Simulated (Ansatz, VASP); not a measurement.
One calculation of H, two programs

```
H
1.0
     6.00746    0.00000    0.00000
    -3.00373    8.21942    0.00000
     0.00000    0.00000   24.71293
H
2
Direct
  0.46171 0.30363 0.66178
  0.32369 0.29189 0.66094
```

Alike in both runs: task single point; functional PBE; dispersion D3(BJ); k mesh 4 × 3 × 1; occupations gaussian, width 0.1 eV; no spin polarisation.

|  | VASP | Ansatz |
| --- | --- | --- |
| version | VASP 6.6.1 | Ansatz 0.2.0 |
| potentials or method | VASP PAW PBE potentials, release 64 (H), cutoff 520 eV | scalar-relativistic, plane waves, PAW |
| valence electrons in the cell | 2 | 2 |

Ansatz gave:

- gap on the k mesh at the Fermi level (eV): 9.80
- rms of the force components (eV/Å): 0.846

Task: Estimate VASP's values.

Result: gap on the k mesh at the Fermi level (eV): 9.80; rms of the force components (eV/Å): 0.847.

Atom by atom the forces differ by 0.001 eV/Å (rms over components).
